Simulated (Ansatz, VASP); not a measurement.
**LaHfO: VASP beside Ansatz**

```xyz
6
Lattice="3.7709 -4.2775 0.0000 3.7709 4.2775 0.0000 0.0000 0.0000 3.6884" Properties=species:S:1:pos:R:3 pbc="T T T"
La    3.7709    1.9961    0.0000
La    3.7709   -1.9961    0.0000
Hf    5.9140    0.0000    1.8442
Hf    1.6277    0.0000    1.8442
O     1.8854    2.1388    1.8442
O     1.8854   -2.1388    1.8442
```

Change from the starting cell: the structure that the rattled cell fell into.

Alike in both runs: functional PBE; k mesh 6 × 6 × 8; occupations gaussian, width 0.1 eV; no spin polarisation.

Ansatz relaxed the structure, and its values are those at the end. VASP's run is a single point on that final structure, the one shown.

```csv
,VASP,Ansatz
version,VASP 6.6.1,Ansatz 0.2.0
potentials or method,"VASP PAW PBE potentials, release 64 (La, Hf_pv, O), cutoff 520 eV","scalar-relativistic, plane waves, PAW"
valence electrons in the cell,54,86
```

|  | VASP | Ansatz | Ansatz less VASP |
| --- | --- | --- | --- |
| gap on the k mesh at the Fermi level (eV) | none | none | - |
| pressure (GPa) | -0.7 | 0.0 | +0.65 |
| rms of the force components (eV/Å) | 0.007 | 0.000 | -0.0065 |

A gap of «none» marks a metal or a gap that the smearing closes. VASP's potentials hold 54 valence electrons a cell and Ansatz's 86, so a difference there can come from the potentials and not from the codes.

Spin-orbit coupling is off throughout.
